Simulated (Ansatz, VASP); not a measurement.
# One calculation of ScAl4N, two programs

```
CELL_PARAMETERS angstrom
2.68458 1.54994 3.96731
-2.68458 1.54994 3.96731
0.00000 -3.09988 3.96731
ATOMIC_POSITIONS crystal
Sc 0.00177 0.00177 0.00177
Al 0.39381 0.88522 0.39381
Al 0.39381 0.39381 0.88522
Al 0.88522 0.39381 0.39381
Al 0.75911 0.75911 0.75911
N 0.31629 0.31629 0.31629
```

Change from the starting cell: species swapped into the SmCu4Pd type (R3m, No. 160).

Alike in both runs: functional PBE; k mesh 6 × 6 × 6; occupations gaussian, width 0.1 eV; no spin polarisation.

Ansatz relaxed the structure, and its values are those at the end. VASP's run is a single point on that final structure, the one shown.

```csv
,VASP,Ansatz
version,VASP 6.6.1,Ansatz 0.2.0
potentials or method,"VASP PAW PBE potentials, release 64 (Sc_sv, Al, N), cutoff 520 eV","scalar-relativistic, plane waves, PAW"
valence electrons in the cell,28,28
```

|  | VASP | Ansatz | Ansatz less VASP |
| --- | --- | --- | --- |
| gap on the k mesh at the Fermi level (eV) | none | none | - |
| pressure (GPa) | 0.0 | 0.0 | +0.01 |
| rms of the force components (eV/Å) | 0.009 | 0.007 | -0.0014 |

A gap of «none» marks a metal or a gap that the smearing closes. The functional is the same, so the differences come from potentials, cutoffs and numerics.
